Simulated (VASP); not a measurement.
# Ni (I4/mmm) in VASP: single point with r2SCAN

Aim: the single point of Ni with r2SCAN.

All numbers are computed with VASP 6.6.1; they aren't measurements. Logs are shortened: lines on timing, memory, paths and dates and some standing lists are left out, and cuts for length are marked.

## Step 1: The cell of the first run

The typed cell holds 2 atoms: a = 2.425 Å, b = 2.425 Å, c = 3.434 Å, α = 90.00°, β = 90.00°, γ = 90.00°.

## Step 2: Single point, r2SCAN, collinear spin, ferromagnetic start (10.09 Å³/atom)

The input, POSCAR:

```
Ni
1.0
    2.4245846612      0.0000000000      0.0000000000
    0.0000000000      2.4245846612      0.0000000000
    0.0000000000      0.0000000000      3.4336304592
Ni
2
Direct
    0.0000000000      0.0000000000      0.0000000000
    0.5000000000      0.5000000000      0.5000000000
```

The input, INCAR.step1:

```
PREC = Accurate
ENCUT = 660
ISMEAR = -1
SIGMA = 0.05
LREAL = F
LASPH = T
NELM = 200
ISPIN = 2
MAGMOM = -0.805 -0.805
LMAXMIX = 4
NBANDS = 21
GGA = PE
ALGO = Normal
EDIFF = 1E-5
LWAVE = T
LCHARG = F
GGA_COMPAT = F
```

The input, INCAR.step2:

```
PREC = Accurate
ENCUT = 660
EDIFF = 1E-6
ISMEAR = -1
SIGMA = 0.05
LREAL = F
LASPH = T
NELM = 200
ALGO = Normal
ISIF = 2
LWAVE = F
LCHARG = F
ISPIN = 2
MAGMOM = -0.805 -0.805
LORBIT = 11
LMAXMIX = 4
METAGGA = R2SCAN
LMIXTAU = T
NBANDS = 21
ISTART = 1
GGA_COMPAT = F
```

The input, KPOINTS:

```
Automatic mesh
0
Gamma
  21 21 15
```

Potentials or basis: VASP PAW PBE potentials, release 64 (Ni).

Command:

```sh
$ cat potpaw_PBE.64/Ni/POTCAR > POTCAR
$ cp INCAR.step1 INCAR
$ mpirun -np 1 vasp_std > vasp.out
$ cp INCAR.step2 INCAR
$ mpirun -np 1 vasp_std > vasp.out
```

OUTCAR:

```text
PREC = Accurate
   ENCUT = 660
   EDIFF = 1E-6
   ISMEAR = -1
   LREAL = F
   LASPH = T
   NELM = 200
   ISIF = 2
   ISPIN = 2
   LORBIT = 11
   METAGGA = R2SCAN
   ISTART = 1

 ion  position               nearest neighbor table
   1  0.000  0.000  0.000-   2 2.43   2 2.43   2 2.43   2 2.43   2 2.43   2 2.43   2 2.43   2 2.43

   2  0.500  0.500  0.500-   1 2.43   1 2.43   1 2.43   1 2.43   1 2.43   1 2.43   1 2.43   1 2.43

  LATTYP: Found a simple tetragonal cell.
 ALAT       =     2.4245846612
 C/A-ratio  =     1.4161726394

  Lattice vectors:

 A1 = (   2.4245846612,   0.0000000000,   0.0000000000)
 A2 = (   0.0000000000,   2.4245846612,   0.0000000000)
 A3 = (   0.0000000000,   0.0000000000,   3.4336304592)

Analysis of symmetry for initial positions (statically):
=====================================================================
 Subroutine PRICEL returns following result:

  LATTYP: Found a body centered tetragonal cell.
 ALAT       =     2.4245846612
 C/A-ratio  =     1.4161726394

  Lattice vectors:

 A1 = (   1.2122923306,  -1.2122923306,  -1.7168152296)
 A2 = (  -1.2122923306,   1.2122923306,  -1.7168152296)
 A3 = (   1.2122923306,   1.2122923306,   1.7168152296)

   2 primitive cells build up your supercell.

 Routine SETGRP: Setting up the symmetry group for a
 simple tetragonal supercell.

 Subroutine GETGRP returns: Found 16 space group operations
 (whereof 16 operations were pure point group operations)
 out of a pool of 16 trial point group operations.

The static configuration has the point symmetry D_4h.

Analysis of symmetry for dynamics (positions and initial velocities):
=====================================================================
 Subroutine PRICEL returns following result:

  LATTYP: Found a body centered tetragonal cell.
 ALAT       =     2.4245846612
 C/A-ratio  =     1.4161726394

  Lattice vectors:

 A1 = (   1.2122923306,  -1.2122923306,  -1.7168152296)
 A2 = (  -1.2122923306,   1.2122923306,  -1.7168152296)
 A3 = (   1.2122923306,   1.2122923306,   1.7168152296)

   2 primitive cells build up your supercell.

 Routine SETGRP: Setting up the symmetry group for a
 simple tetragonal supercell.

 Subroutine GETGRP returns: Found 16 space group operations
 (whereof 16 operations were pure point group operations)
 out of a pool of 16 trial point group operations.

The dynamic configuration has the point symmetry D_4h.

Analysis of structural, dynamic, and magnetic symmetry:
=====================================================================
 Subroutine PRICEL returns following result:

  LATTYP: Found a body centered tetragonal cell.
 ALAT       =     2.4245846612
 C/A-ratio  =     1.4161726394

  Lattice vectors:

 A1 = (   1.2122923306,  -1.2122923306,  -1.7168152296)
 A2 = (  -1.2122923306,   1.2122923306,  -1.7168152296)
 A3 = (   1.2122923306,   1.2122923306,   1.7168152296)

   2 primitive cells build up your supercell.

 Routine SETGRP: Setting up the symmetry group for a
 simple tetragonal supercell.

 Subroutine GETGRP returns: Found 16 space group operations
 (whereof 16 operations were pure point group operations)
 out of a pool of 16 trial point group operations.

The overall configuration has the point symmetry D_4h.

 Subroutine INISYM returns: Found 16 space group operations
 (whereof 16 operations are pure point group operations),
 and found     2 'primitive' translations

----------------------------------------------------------------------------------------

                                     Primitive cell

  volume of cell :      10.0925

  direct lattice vectors                    reciprocal lattice vectors
     1.212292331 -1.212292331 -1.716815230     0.412441774  0.000000000 -0.291236932
    -1.212292331  1.212292331 -1.716815230    -0.000000000  0.412441774 -0.291236932
     1.212292331  1.212292331  1.716815230     0.412441774  0.412441774  0.000000000

  length of vectors
     2.426264603  2.426264603  2.426264603     0.504903127  0.504903127  0.583280751

  position of ions in fractional coordinates (direct lattice)
     0.000000000  0.000000000  0.000000000

  ion indices of the primitive-cell ions
   primitive index   ion index
                 1           1

----------------------------------------------------------------------------------------

 KPOINTS: Automatic mesh

Automatic generation of k-mesh.
 Grid dimensions read from file:
 generate k-points for:   21   21   15

 Generating k-lattice:

  Cartesian coordinates                     Fractional coordinates (reciprocal lattice)
     0.019640084  0.000000000  0.000000000     0.047619048  0.000000000  0.000000000
     0.000000000  0.019640084  0.000000000     0.000000000  0.047619048  0.000000000
     0.000000000  0.000000000  0.019415795     0.000000000  0.000000000  0.066666667

  Length of vectors
     0.019640084  0.019640084  0.019415795

  Shift w.r.t. Gamma in fractional coordinates (k-lattice)
     0.000000000  0.000000000  0.000000000

 Subroutine IBZKPT returns following result:
 ===========================================

 Found    528 irreducible k-points:

 Following reciprocal coordinates:
            Coordinates               Weight
  0.000000  0.000000  0.000000      1.000000
  0.047619  0.000000  0.000000      4.000000
  0.095238  0.000000  0.000000      4.000000
  0.142857  0.000000  0.000000      4.000000
  0.190476  0.000000  0.000000      4.000000
  0.238095  0.000000  0.000000      4.000000
[... 16 lines left out ...]
  0.142857  0.095238  0.000000      8.000000
  0.190476  0.095238  0.000000      8.000000
 [... further k-points ...]
   k-points           NKPTS =    528   k-points in BZ     NKDIM =    528   number of bands    NBANDS=     21
   number of dos      NEDOS =    301   number of ions     NIONS =      2
   total plane-waves  NPLWV =  12000
   dimension x,y,z NGX =    20 NGY =   20 NGZ =   30
   dimension x,y,z NGXF=    40 NGYF=   40 NGZF=   60
   ions per type =               2
   NGX,Y,Z   is equivalent  to a cutoff of  13.71, 13.71, 14.53 a.u.
   NGXF,Y,Z  is equivalent  to a cutoff of  27.43, 27.43, 29.05 a.u.
 SYSTEM =  unknown system
   PREC   = accura    normal or accurate (medium, high low for compatibility)
   ISTART =      1    job   : 0-new  1-cont  2-samecut
   ICHARG =      0    charge: 1-file 2-atom 10-const
   ISPIN  =      2    spin polarized calculation?
   LNONCOLLINEAR =      F non collinear calculations
   LSORBIT =      F    spin-orbit coupling
   LASPH  =      T    aspherical Exc in radial PAW
   ENCUT  =  660.0 eV  48.51 Ry    6.96 a.u.   5.08  5.08  7.19*2*pi/ulx,y,z
   NELM   =    200;   NELMIN=  2; NELMDL=  0     # of ELM steps
   EDIFF  = 0.1E-05   stopping-criterion for ELM
   LREAL  =      F    real-space projection
   EDIFFG = 0.1E-04   stopping-criterion for IOM
   NSW    =      0    number of steps for IOM
   IBRION =     -1    ionic relax: 0-MD 1-quasi-New 2-CG
   NFREE  =      0    steps in history (QN), initial steepest desc. (CG)
   ISIF   =      2    stress and relaxation
   ISYM   =      2    0-nonsym 1-usesym 2-fastsym
   POTIM  = 0.5000    time-step for ionic-motion
   TEBEG  =    0.0;   TEEND  =   0.0 temperature during run
   PSTRESS=    0.0 pullay stress
   NELECT =      20.0000    total number of electrons
   NUPDOWN=      -1.0000    fix difference up-down
   EMIN   =  10.00;   EMAX   =-10.00  energy-range for DOS
   EFERMI =   0.00;   METHOD = LEGACY
   ISMEAR =    -1;   SIGMA  =   0.05  broadening in eV -4-tet -1-fermi 0-gaus
   EFERMI_NEDOS =   21; number of points for ismear=-14 and -15
   IALGO  =     38    algorithm
   IMIX   =      4    mixing-type and parameters
     AMIX     =   0.40;   BMIX     =  1.00
     AMIX_MAG =   1.60;   BMIX_MAG =  1.00
  volume/ion in A,a.u.               =      10.09        68.11
  Fermi-wavevector in a.u.,A,eV,Ry     =   1.632082  3.084188 36.241742  2.663693
  Thomas-Fermi vector in A             =   2.724112
   LORBIT       =     11    0 simple, 1 ext, 2 COOP (PROOUT), +10 PAW based schemes
   METAGGA = R2SCAN    functional components
   LHFCALC =     F    Hartree Fock is set to
   AEXX    =    0.0000 exact exchange contribution
   IVDW    =     0    specifies the selected vdW correction
   LEPSILON=     F    determine dielectric tensor
   LRPA    =     F    only Hartree local field effects (RPA)
 spin polarized calculation
  energy-cutoff  :      660.00
  volume of cell :       20.18
 maximum number of plane-waves:       790
   NGX = 11   NGY = 11   NGZ = 15

 number of electron      20.0000015 magnetization      -1.4056586

 Free energy of the ion-electron system (eV)
  ---------------------------------------------------
  ext. energy  EPLUGINS =         0.00000000
  ---------------------------------------------------
  free energy    TOTEN  =       -23.87312636 eV

  energy without entropy =      -23.85349004  energy(sigma->0) =      -23.86330820

 E-fermi :  10.4128     XC(G=0): -14.9059

 val. band max:       10.4124493558   @ k =   0.3810   0.2857   0.4000
 cond. band min:      10.4135785342   @ k =   0.4762   0.0476   0.3333
 fundamental gap:      0.0011291784
 Fermi energy:        10.4127668920

 spin component 1

 k-point     1 :       0.0000    0.0000    0.0000
  band No.  band energies     occupation
      1       0.2143      1.00000
      2       5.2803      1.00000
      3       6.2969      1.00000
      4       8.5758      1.00000
      5       8.5837      1.00000
      6       8.5837      1.00000
[... 550 lines left out ...]
      5       8.8370      1.00000
      6       8.8924      1.00000
[... 13 lines left out ...]
     20      38.0877      0.00000
     21      42.5298      0.00000

 [... further k-points ...]

 spin component 2

 k-point     1 :       0.0000    0.0000    0.0000
  band No.  band energies     occupation
      1       0.4594      1.00000
      2       4.8795      1.00000
      3       5.3075      1.00000
      4       7.2897      1.00000
      5       7.3017      1.00000
      6       7.3017      1.00000
[... 550 lines left out ...]
      5       7.6088      1.00000
      6       7.6318      1.00000
[... 13 lines left out ...]
     20      37.9985      0.00000
     21      42.1904      0.00000

 [... further k-points ...]

------------------------ aborting loop because EDIFF is reached ----------------------------------------

  FORCE on cell =-STRESS in cart. coord.  units (eV):
  Direction    XX          YY          ZZ          XY          YZ          ZX
  --------------------------------------------------------------------------------------
  -------------------------------------------------------------------------------------
  Total        1.2881361      1.2881361      1.2574958      0.0000000     -0.0000000     -0.0000000
  in kB      102.2454688    102.2454688     99.8134003      0.0000000     -0.0000000     -0.0000000
  external PRESSURE =     101.4347793 kB  Pullay stress =       0.0000000 kB

 VOLUME and BASIS-vectors are now :
 -----------------------------------------------------------------------------
  energy-cutoff  :      660.00
  volume of cell :       20.18
      direct lattice vectors                 reciprocal lattice vectors
     2.424584661  0.000000000  0.000000000     0.412441774  0.000000000  0.000000000
     0.000000000  2.424584661  0.000000000     0.000000000  0.412441774  0.000000000
     0.000000000  0.000000000  3.433630459     0.000000000  0.000000000  0.291236932

 POSITION                                       TOTAL-FORCE (eV/Angst)
 -----------------------------------------------------------------------------------
      0.00000      0.00000      0.00000        -0.000000     -0.000000     -0.000000
      1.21229      1.21229      1.71682         0.000000      0.000000      0.000000
 -----------------------------------------------------------------------------------
    total drift:                               -0.000000      0.000000      0.000000

  FREE ENERGIE OF THE ION-ELECTRON SYSTEM (eV)
  ---------------------------------------------------
  free  energy   TOTEN  =       -23.8731263621 eV

  energy  without entropy=      -23.8534900388  energy(sigma->0) =      -23.86330820

 total charge

# of ion       s       p       d       tot
------------------------------------------
    1        0.548   0.589   8.353   9.491
    2        0.548   0.589   8.353   9.491
--------------------------------------------------
tot          1.095   1.179  16.707  18.981

 magnetization (x)

# of ion       s       p       d       tot
------------------------------------------
    1        0.010   0.043  -0.769  -0.716
    2        0.010   0.043  -0.769  -0.716
--------------------------------------------------
tot          0.020   0.087  -1.539  -1.431
```

Run time: 26 min. Hardware: 1 thread of Intel Xeon 8259CL, shared host; peak memory 0.5 GiB.

What came out:

- Free energy: -23.8731 eV
- Pressure: 10.1 GPa
- Net moment: -1.41 μB per cell
- Site moments: Ni -0.72 μB
- Valence electrons inside the program's atomic spheres: Ni 9.49

Stress tensor (GPa, compression positive):
```
10.22  0.00  0.00
 0.00 10.22  0.00
 0.00  0.00  9.98
```

Levels at points of the mesh, in eV from the Fermi level:
Spin up:
```
           k point  band 7  band 8  band 9  band 10  band 11  band 12  band 13  band 14
(0.00, 0.00, 0.00)   -0.97   -0.96   -0.13     0.57     0.57     2.28    10.37    16.25
```
Spin down:
| k point | band 9 | band 10 | band 11 | band 12 | band 13 | band 14 |
| --- | --- | --- | --- | --- | --- | --- |
| (0.00, 0.00, 0.00) | -0.91 | -0.91 | -0.91 | 2.52 | 10.03 | 16.19 |

Caveat: the cell stands under pressure; the PAW data sets were made with another functional, which shifts forces and pressure a little.
